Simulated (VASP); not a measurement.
# V in VASP: notebook, part 2 of 2

VASP 6.6.1. The steps go on from the part before.

**3. Single point, PBE, collinear spin, ferromagnetic start**

This run uses another cell than the first one, of 125.86 Å³/atom, 1.004 times its volume.

INCAR

```
SYSTEM = V
PREC = Accurate ; ENCUT = 520
EDIFF = 1E-7 ; ISMEAR = 0
SIGMA = 0.1 ; LREAL = .FALSE.
LASPH = .TRUE. ; NELM = 150
ALGO = Normal ; ISIF = 2
LWAVE = .FALSE. ; LCHARG = .FALSE.
ISPIN = 2 ; MAGMOM = 0.15
LORBIT = 11 ; LMAXMIX = 4
LDIPOL = .TRUE. ; IDIPOL = 3
DIPOL = 0.5 0.5 0.294 ; GGA = PE
NBANDS = 16
```

KPOINTS

```
regular mesh
0
G
  24 24 1
  0 0 0
```

POSCAR

```
V
1.0
    2.2996388364      0.0000000000      0.0000000000
    0.0000000000      2.2996388364      0.0000000000
    0.0000000000      0.0000000000     23.8000000000
V
1
Direct
    0.5000000000      0.5000000000      0.2941176471
```

Potentials or basis: VASP PAW PBE potentials, release 64 (V_sv).

Launch:

```sh
$ cat potpaw_PBE.64/V_sv/POTCAR > POTCAR
$ mpirun -np 1 vasp_std > vasp.out
```

It took 4.9 min on 1 thread of Intel Xeon 6975P-C (Granite Rapids), shared host; peak memory 0.46 GiB.

It converged, with:

| Item | Value |
| --- | --- |
| Free energy | -6.8229 eV |
| Net moment | 0.00 μB per cell |
| Valence electrons inside the program's atomic spheres | V 11.77 |

Levels at points of the mesh, in eV from the Fermi level:
Spin up:
| k point | band 4 | band 5 | band 6 | band 7 | band 8 | band 9 |
| --- | --- | --- | --- | --- | --- | --- |
| (0.00, 0.00, 0.00) | -36.84 | -4.39 | -2.38 | -0.99 | 0.29 | 2.93 |
| (0.50, 0.00, 0.00) | -36.68 | -1.89 | -1.46 | 1.51 | 1.91 | 2.67 |
| (0.50, 0.50, 0.00) | -37.37 | -3.71 | -0.32 | -0.32 | 2.56 | 5.83 |
Spin down:
```csv
k point,band 3,band 4,band 5,band 6,band 7,band 8,band 9,band 10
"(0.00, 0.00, 0.00)",-36.84,-36.84,-4.39,-2.38,-0.99,0.29,2.93,2.93
"(0.50, 0.00, 0.00)",-37.57,-36.68,-1.89,-1.46,1.51,1.91,2.67,3.33
"(0.50, 0.50, 0.00)",-38.26,-37.37,-3.71,-0.32,-0.32,2.56,5.83,10.41
```

**4. Single point, PBE, collinear spin, ferromagnetic start**

This run uses another cell than the first one, of 86.43 Å³/atom, 0.689 times its volume.

INCAR

```
PREC = Accurate ; ENCUT = 520
EDIFF = 1E-6 ; ISMEAR = 0
SIGMA = 0.1 ; LREAL = False
LASPH = True ; NELM = 150
ALGO = Normal ; ISIF = 2
LWAVE = False ; LCHARG = False
ISPIN = 2 ; MAGMOM = 2
LORBIT = 11 ; LMAXMIX = 4
LDIPOL = True ; IDIPOL = 3
DIPOL = 0.5 0.5 0.500 ; GGA = PE
NBANDS = 16
```

KPOINTS

```
regular mesh
0
Gamma
  8 8 1
```

POSCAR

```
V
1.0
    2.4846060000      0.0000000000      0.0000000000
    0.0000000000      2.4846060000      0.0000000000
    0.0000000000      0.0000000000     14.0000000000
V
1
Direct
    0.5000000000      0.5000000000      0.5000000000
```

Potentials or basis: VASP PAW PBE potentials, release 64 (V_sv).

Launch:

```sh
$ cat potpaw_PBE.64/V_sv/POTCAR > POTCAR
$ mpirun -np 1 vasp_std > vasp.out
```

OUTCAR:

```text
PREC = Accurate
   ENCUT = 520
   EDIFF = 1E-6
   ISMEAR = 0
   LREAL = False
   LASPH = True
   NELM = 150
   ISIF = 2
   ISPIN = 2
   LORBIT = 11
   GGA = PE

 ion  position               nearest neighbor table
   1  0.500  0.500  0.500-

  LATTYP: Found a simple tetragonal cell.
 ALAT       =     2.4846060000
 C/A-ratio  =     5.6346962054

  Lattice vectors:

 A1 = (   2.4846060000,   0.0000000000,   0.0000000000)
 A2 = (   0.0000000000,   2.4846060000,   0.0000000000)
[... 773 lines left out ...]
  -------------------------------------------------------------------------------------
  Total       -2.6314678     -2.6314678     -0.0050889      0.0000000      0.0000000      0.0000000
  in kB      -48.7826688    -48.7826688     -0.0943384      0.0000000      0.0000000      0.0000000
  external PRESSURE =     -32.5532253 kB  Pullay stress =       0.0000000 kB

 VOLUME and BASIS-vectors are now :
 -----------------------------------------------------------------------------
  energy-cutoff  :      520.00
  volume of cell :       86.43
      direct lattice vectors                 reciprocal lattice vectors
     2.484606000  0.000000000  0.000000000     0.402478300  0.000000000  0.000000000
     0.000000000  2.484606000  0.000000000     0.000000000  0.402478300  0.000000000
     0.000000000  0.000000000 14.000000000     0.000000000  0.000000000  0.071428571

 POSITION                                       TOTAL-FORCE (eV/Angst)
 -----------------------------------------------------------------------------------
      1.24230      1.24230      7.00000         0.000000      0.000000      0.000000
 -----------------------------------------------------------------------------------
    total drift:                                0.000000     -0.000000      0.000000

  FREE ENERGIE OF THE ION-ELECTRON SYSTEM (eV)
  ---------------------------------------------------
  free  energy   TOTEN  =        -6.6157789049 eV

  energy  without entropy=       -6.6048591615  energy(sigma->0) =       -6.61031903

 vacuum level on the upper side and lower side of the slab         2.265         2.265

 total charge

# of ion       s       p       d       tot
------------------------------------------
    1        2.312   6.085   3.105  11.501

 magnetization (x)

# of ion       s       p       d       tot
------------------------------------------
    1        0.001   0.015   0.179   0.195
```

OSZICAR:

```text
N       E                     dE             d eps       ncg     rms          rms(c)
DAV:   1     0.889754196070E+02    0.88975E+02   -0.78200E+03  1200   0.624E+02
DAV:   2    -0.564938982318E+01   -0.94625E+02   -0.90400E+02  1096   0.207E+02
[... 12 lines left out ...]
DAV:  86    -0.661549795251E+01   -0.14729E-03   -0.11152E-05  1032   0.214E-02    0.966E-02
DAV:  87    -0.661566043072E+01   -0.16248E-03   -0.25094E-05  1024   0.306E-02    0.672E-02
DAV:  88    -0.661571977297E+01   -0.59342E-04   -0.90134E-06  1040   0.176E-02    0.492E-02
DAV:  89    -0.661577301814E+01   -0.53245E-04   -0.14822E-05  1000   0.238E-02    0.147E-02
DAV:  90    -0.661577533945E+01   -0.23213E-05   -0.71666E-07   944   0.711E-03    0.847E-03
DAV:  91    -0.661577876025E+01   -0.34208E-05   -0.53742E-06   976   0.139E-02    0.382E-03
DAV:  92    -0.661577890492E+01   -0.14467E-06   -0.28485E-07   776   0.399E-03
   1 F= -.66157789E+01 E0= -.66103190E+01  d E =-.109197E-01  mag=     0.2938
```

Wall time 1.8 min (1 thread of Intel Xeon 6975P-C (Granite Rapids), shared host); peak memory 0.22 GiB.

Results:

- Free energy: -6.6158 eV
- Net moment: 0.29 μB per cell
- Site moments: V +0.20 μB
- Valence electrons inside the program's atomic spheres: V 11.50

Levels at points of the mesh, in eV from the Fermi level:
Spin up:
| k point | band 5 | band 6 | band 7 | band 8 | band 9 | band 10 |
| --- | --- | --- | --- | --- | --- | --- |
| (0.00, 0.00, 0.00) | -4.37 | -1.83 | -0.76 | 0.23 | 2.01 | 2.01 |
| (0.50, 0.00, 0.00) | -1.52 | -1.40 | 0.98 | 1.41 | 1.71 | 2.29 |
| (0.50, 0.50, 0.00) | -2.79 | -0.37 | -0.37 | 1.75 | 4.31 | 8.05 |
Spin down:
```
           k point  band 3  band 4  band 5  band 6  band 7  band 8  band 9  band 10
(0.00, 0.00, 0.00)  -37.29  -37.29   -4.20   -1.73   -0.62    0.43    2.25     2.25
(0.50, 0.00, 0.00)  -37.86  -37.21   -1.29   -1.29    1.12    1.62    1.90     2.53
(0.50, 0.50, 0.00)  -38.05  -37.76   -2.60   -0.14   -0.14    1.87    4.42     8.24
```

**5. The runs side by side**

| cell | k mesh | gap on the mesh (eV) | moment (μB) |
| --- | --- | --- | --- |
| a = 2.296, b = 2.296, c = 23.800 Å, 1 atom | 24 × 24 × 1 | none | 0.00 |
| a = 2.300, b = 2.300, c = 23.800 Å, 1 atom | 24 × 24 × 1 | none | 0.00 |
| a = 2.485, b = 2.485, c = 14.000 Å, 1 atom | 8 × 8 × 1 | none | 0.29 |

Alike in all rows: task single point; level PBE; potentials or basis VASP PAW PBE potentials, release 64 (V_sv); spin collinear, ferromagnetic start; cutoff (eV) 520; smearing gaussian 0.1 eV.

Total energies depend on the potentials used, so only differences within one code and one set of settings carry meaning.
